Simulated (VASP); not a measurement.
Set up this calculation in VASP 6.6.1, as the native input.

```yaml
Task: single point
Functional: PBE
Dispersion: D3(BJ)
Potentials_or_basis: VASP PAW PBE potentials, release 64 (I)
Cutoff: 520 eV
k_mesh: 9 × 9 × 9
Occupations: fermi-dirac, width 0.05 eV
Spin: no spin polarisation
Dipole_correction: no
Further_INCAR_settings: ALGO = Normal; EDIFF = 1e-06; NBANDS = 10
```

The structure of I lies in POSCAR:

```
I
1.0
    0.0000000000      2.3336289500      3.8569979773
    2.1626168959      0.0000000000      3.8569979773
    2.1626168959      2.3336289500      0.0000000000
I
1
Direct
    0.0000000000      0.0000000000      0.0000000000
```

The input as run:

INCAR

```
  PREC = Accurate
  ENCUT = 520
  EDIFF = 1E-6
  ISMEAR = -1
  SIGMA = 0.05
  LREAL = False
  LASPH = True
  NELM = 60
  ALGO = Normal
  ISIF = 2
  LWAVE = False
  LCHARG = False
  GGA = PE
  IVDW = 12
  NBANDS = 10
```

KPOINTS

```
Automatic mesh
0
Gamma
  9 9 9
```

Potentials or basis: VASP PAW PBE potentials, release 64 (I).

Run with:

```bash
$ cat potpaw_PBE.64/I/POTCAR > POTCAR
$ mpirun -np 1 vasp_std > vasp.out
```

It gave:

```
Pressure                   : 0.1 GPa
Dispersion energy per atom : -0.332 eV
```

Caveat: an odd number of electrons without spin polarisation forces a metal; a magnetic or distorted state may lie lower; pairwise dispersion overbinds metals, which lowers pressure and volume.

Run time: 14 s on 1 thread of Intel(R) Xeon(R) 6975P-C (Granite Rapids) (shared host), peak memory 0.21 GiB.
